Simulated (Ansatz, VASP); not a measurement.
**B3AsN2: VASP beside Ansatz**

POSCAR

```
B3AsN2
1.0
    2.8430030811      0.0000000000      0.0000000000
   -1.4215015406      2.4621128913      0.0000000000
    0.0000000000      0.0000000000      7.1043171405
N As B
2 1 3
Direct
    0.0000000000      0.0000000000      0.0168271067
    0.3333333333      0.6666666667      0.3056058697
    0.6666666667      0.3333333333      0.6659931231
    0.3333333333      0.6666666667      0.0875792938
    0.6666666667      0.3333333333      0.3747492133
    0.0000000000      0.0000000000      0.7992453934
```

File INCAR.step1:

```
PREC = Accurate
ENCUT = 520
ISMEAR = -1
SIGMA = 0.02
LREAL = F
LASPH = T
NELM = 60
NBANDS = 21
GGA = PE
ALGO = Normal
EDIFF = 1E-4
LWAVE = T
LCHARG = F
```

Contents of INCAR.step2:

```
PREC = Accurate
ENCUT = 520
EDIFF = 1E-6
ISMEAR = -1
SIGMA = 0.02
LREAL = F
LASPH = T
NELM = 60
ALGO = Normal
ISIF = 2
LWAVE = F
LCHARG = T
METAGGA = R2SCAN
LMIXTAU = T
LELF = T
LVHAR = T
NBANDS = 21
ISTART = 1
```

File KPOINTS:

```
Automatic mesh
0
Gamma
  12 12 4
```

Input for Ansatz:

```yaml
crystal:
  lattice:
    - [2.8430030811, 0.0, 0.0]
    - [-1.4215015406, 2.4621128913, 0.0]
    - [0.0, 0.0, 7.1043171405]
  atoms:
    - { symbol: "N", position: [0.0, 0.0, 0.0168271067] }
    - { symbol: "N", position: [0.3333333333, 0.6666666667, 0.3056058697] }
    - { symbol: As, position: [0.6666666667, 0.3333333333, 0.6659931231] }
    - { symbol: B, position: [0.3333333333, 0.6666666667, 0.0875792938] }
    - { symbol: B, position: [0.6666666667, 0.3333333333, 0.3747492133] }
    - { symbol: B, position: [0.0, 0.0, 0.7992453934] }
kpoints:
  mp_grid: { grid: [12, 12, 4] }
  band_path:
    path:
      - [0.0, 0.0, 0.0]
      - [0.5, 0.0, 0.0]
      - [0.3333333333, 0.3333333333, 0.0]
      - [0.0, 0.0, 0.5]
      - [0.5, 0.0, 0.5]
      - [0.3333333333, 0.3333333333, 0.5]
    npoints: 1
hamiltonian:
  xc: r2scan
scf:
  occupations: { method: fermi_dirac, width: 0.02 }
  n_extra_bands: 5
output:
  forces: true
  stress: true
  eigenvalues: true
  write_density: true
  write_potential: true
  elf: true
  volumetric_format: npy
```

Alike in both runs: task single point; functional r2SCAN; k mesh 12 × 12 × 4; occupations fermi-dirac, width 0.02 eV; no spin polarisation.

```csv
,VASP,Ansatz
version,VASP 6.6.1,Ansatz 0.2.0
potentials or method,"VASP PAW PBE potentials, release 64 (N, As, B)","plane waves, PAW"
plane-wave cutoff (eV),520,500
valence electrons in the cell,24,34
```

|  | VASP | Ansatz | Ansatz less VASP |
| --- | --- | --- | --- |
| pressure (GPa) | 1.0 | 0.0 | -0.97 |
| traceless stress, the component that is largest in VASP (GPa) | 0.14 | -0.02 | -0.166 |
| rms of the force components (eV/Å) | 0.033 | 0.001 | -0.0316 |

VASP's potentials were made for PBE, not for r2SCAN. Atom by atom the forces differ by 0.032 eV/Å (rms over components). VASP's potentials hold 24 valence electrons a cell and Ansatz's 34, so a difference there can come from the potentials and not from the codes.
